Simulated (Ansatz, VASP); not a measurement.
## AlRu in VASP and in Ansatz

```
CELL_PARAMETERS angstrom
3.01141 0.00000 0.00000
0.00000 3.01141 0.00000
0.00000 0.00000 3.01141
ATOMIC_POSITIONS crystal
Al 0.00000 0.00000 0.00000
Ru 0.50000 0.50000 0.50000
```

Change from the starting cell: volume scaled by 1.02.

Alike in both runs: task single point; functional PBE; k mesh 12 × 12 × 12; occupations fermi-dirac, width 0.05 eV; no spin polarisation.

|  | VASP | Ansatz |
| --- | --- | --- |
| version | VASP 6.6.1 | Ansatz 0.2.0 |
| potentials or method | VASP PAW PBE potentials, release 64 (Al, Ru_pv), cutoff 520 eV | all-electron LAPW, scalar-relativistic |

```tsv
	VASP	Ansatz	Ansatz less VASP
pressure (GPa)	-1.6	-1.6	0.00
```

Ansatz ran all-electron here, and VASP with PAW potentials.
